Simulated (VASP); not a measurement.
A run of VASP 6.6.1:

POSCAR

```
HgTe
1.0
    0.0000000000      3.2220519719      3.2220519719
    3.2220519719      0.0000000000      3.2220519719
    3.2220519719      3.2220519719      0.0000000000
Hg Te
1 1
Direct
    0.0000000000      0.0000000000      0.0000000000
    0.2500000000      0.2500000000      0.2500000000
```

The input INCAR.step1:

```
SYSTEM = HgTe
PREC = Accurate
ENCUT = 550
ISMEAR = -1
SIGMA = 0.02
LREAL = .FALSE.
LASPH = .TRUE.
NELM = 120
NBANDS = 16
GGA = PE
ALGO = Normal
EDIFF = 1E-5
LWAVE = .TRUE.
LCHARG = .FALSE.
GGA_COMPAT = .FALSE.
```

INCAR.step2

```
SYSTEM = HgTe
PREC = Accurate
ENCUT = 550
EDIFF = 1E-6
ISMEAR = -1
SIGMA = 0.02
LREAL = .FALSE.
LASPH = .TRUE.
NELM = 120
ALGO = Normal
ISIF = 2
LWAVE = .FALSE.
LCHARG = .TRUE.
METAGGA = R2SCAN
LMIXTAU = .TRUE.
LELF = .TRUE.
LVHAR = .TRUE.
NBANDS = 16
ISTART = 1
GGA_COMPAT = .FALSE.
```

File KPOINTS:

```
Automatic mesh
0
G
  6 6 6
  0 0 0
```

Potentials or basis: VASP PAW PBE potentials, release 64 (Hg, Te).

The run is started by

```bash
$ cat potpaw_PBE.64/Hg/POTCAR potpaw_PBE.64/Te/POTCAR > POTCAR
$ cp INCAR.step1 INCAR
$ mpirun -np 1 vasp_std > vasp.out
$ cp INCAR.step2 INCAR
$ mpirun -np 1 vasp_std > vasp.out
```

Hardware: 1 thread of AMD EPYC 9R45 96-Core Processor (Zen 5), with other jobs on the host.

Q: How long does it take, and how much memory?

A: Wall time 61 s on 1 thread of AMD EPYC 9R45 96-Core Processor (Zen 5), on a shared host, peak memory 0.19 GiB. Counts: k points 16.
